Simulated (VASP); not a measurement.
Set up this calculation in VASP 6.6.1, as the native input.

```yaml
Task: single point
Functional: PBE0
Potentials_or_basis: VASP PAW PBE potentials, release 64 (Bi_d)
Cutoff: 520 eV
k_mesh: 5 × 5 × 5
Occupations: fermi-dirac, width 0.05 eV
Spin: no spin polarisation
Dipole_correction: no
Grid_for_exact_exchange_PRECFOCK: Normal
Further_INCAR_settings: ALGO = Normal; EDIFF = 1e-07; NBANDS = 14
Share_of_exact_exchange: 0.25
```

The system is Bi.

```
Bi
1.0
    -1.98143    1.98143    1.98143
     1.98143   -1.98143    1.98143
     1.98143    1.98143   -1.98143
Bi
1
Direct
  0.00000 0.00000 0.00000
```

This isn't the form of Bi at room conditions, which is rhombohedral.

The input as run:

POSCAR

```
Bi
1.0
   -1.9814305318      1.9814305318      1.9814305318
    1.9814305318     -1.9814305318      1.9814305318
    1.9814305318      1.9814305318     -1.9814305318
Bi
1
Direct
    0.0000000000      0.0000000000      0.0000000000
```

INCAR.step1

```
  PREC = Accurate
  ENCUT = 520
  EDIFF = 1E-5
  ISMEAR = -1
  SIGMA = 0.05
  LREAL = False
  LASPH = True
  NELM = 80
  ALGO = Normal
  ISIF = 2
  LWAVE = True
  LCHARG = False
  NBANDS = 14
  GGA = PE
```

INCAR.step2

```
  PREC = Accurate
  ENCUT = 520
  EDIFF = 1E-7
  ISMEAR = -1
  SIGMA = 0.05
  LREAL = False
  LASPH = True
  NELM = 80
  ALGO = Normal
  ISIF = 2
  LWAVE = False
  LCHARG = False
  GGA = PE
  LHFCALC = True
  AEXX = 0.25
  PRECFOCK = Normal
  NBANDS = 14
  ISTART = 1
```

KPOINTS

```
Automatic mesh
0
Gamma
  5 5 5
```

Potentials or basis: VASP PAW PBE potentials, release 64 (Bi_d).

Command:

```sh
$ cat potpaw_PBE.64/Bi_d/POTCAR > POTCAR
$ cp INCAR.step1 INCAR
$ mpirun -np 1 vasp_std > vasp.out
$ cp INCAR.step2 INCAR
$ mpirun -np 1 vasp_std > vasp.out
```

It gave:

* Pressure: -0.9 GPa
* Band gap on the k mesh: zero (an odd number of electrons rules out a gap without spin polarisation)

Caveat: the k points lie up to 0.45 Å⁻¹ apart, too coarse for converged energies and pressures of a metal; the PAW data sets were made with another functional, which shifts forces and pressure a little; spin-orbit coupling is left out, which moves the levels of the heavy elements.

Run time: 19 min on 1 thread of Intel Xeon 8259CL, on a shared host, peak memory 0.17 GiB.
